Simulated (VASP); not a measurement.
Here is a VASP 6.6.1 calculation.

INCAR

```
PREC     = Accurate       # precision mode
ENCUT    = 600            # plane-wave cutoff, eV
EDIFF    = 1E-6           # SCF threshold, eV
ISMEAR   = 0              # smearing method
SIGMA    = 0.1            # smearing width, eV
LREAL    = False          # projectors in reciprocal space
LASPH    = True           # aspherical terms in the spheres
NELM     = 150            # most SCF steps
ALGO     = Fast           # electronic algorithm
ISIF     = 3              # what is computed and relaxed
LWAVE    = False          # write WAVECAR
LCHARG   = False          # write CHGCAR
ISPIN    = 2              # spin polarisation
MAGMOM   = 0 0.57         # initial moments
LORBIT   = 11             # projections on sites
LMAXMIX  = 4              # l up to which the mixer works
GGA      = PE             # functional
IBRION   = 2              # ionic algorithm
NSW      = 100            # ionic steps
EDIFFG   = -0.005         # ionic threshold
```

File KPOINTS:

```
Automatic mesh
0
Gamma
  14 14 14
```

File POSCAR:

```
TiCo
1.0
    2.9734410178      0.0000000000      0.0000000000
    0.0000000000      2.9734410178      0.0000000000
    0.0000000000      0.0000000000      2.9734410178
Ti Co
1 1
Direct
    0.5000000000      0.5000000000      0.5000000000
    0.0000000000      0.0000000000      0.0000000000
```

Potentials or basis: VASP PAW PBE potentials, release 64 (Ti_sv, Co).

Run with:

```bash
$ cat potpaw_PBE.64/Ti_sv/POTCAR potpaw_PBE.64/Co/POTCAR > POTCAR
$ mpirun -np 1 vasp_std > vasp.out
```

What does it give for the net moment?

0.87 μB per cell.

Estimate the site moments.

Ti -0.03; Co +0.95 μB.

What does it give for the relaxed cell?

a = 2.983 Å, b = 2.983 Å, c = 2.983 Å, α = 90.00°, β = 90.00°, γ = 90.00°.

What does it give for the space group after relaxing (to 0.05 Å)?

Pm-3m (No. 221).

The path:
```csv
step,energy change (eV),largest force (eV/Å),pressure (GPa),volume (Å³)
1,0.0000,0.0000,1.41,26.29
2,-0.0002,0.0000,-1.22,26.73
3,-0.0010,0.0000,0.10,26.52
4,-0.0010,0.0000,0.02,26.53
```

PBE usually gives volumes a little too large and moduli too small. Zero-point motion and thermal expansion aren't in these numbers.
